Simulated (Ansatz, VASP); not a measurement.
# Two plane-wave programs on GaAs

```xyz
2
Lattice="0.0000 2.7982 2.8625 2.7982 0.0000 2.8625 2.7982 2.7982 0.0000" Properties=species:S:1:pos:R:3 pbc="T T T"
Ga    0.0000    0.0000    0.0000
As    1.3991    1.3991    1.4313
```

Change from the starting cell: epitaxial_xy strain -1.2%.

Alike in both runs: task single point; functional r2SCAN; k mesh 8 × 8 × 8; no spin polarisation.

|  | VASP | Ansatz |
| --- | --- | --- |
| version | VASP 6.6.1 | Ansatz 0.2.0 |
| potentials or method | VASP PAW PBE potentials, release 64 (Ga_d, As) | plane waves, PAW |
| plane-wave cutoff (eV) | 520 | 500 |
| occupations | gaussian, width 0.01 eV | fixed |
| valence electrons in the cell | 18 | 28 |

```tsv
	VASP	Ansatz	Ansatz less VASP
gap on the k mesh at the Fermi level (eV)	1.01	1.03	+0.020
pressure (GPa)	1.2	1.1	-0.13
traceless stress, the component that is largest in VASP (GPa)	-1.07	-1.07	-0.005
```

VASP's potentials were made for PBE, not for r2SCAN. VASP's potentials hold 18 valence electrons a cell and Ansatz's 28, so a difference there can come from the potentials and not from the codes.
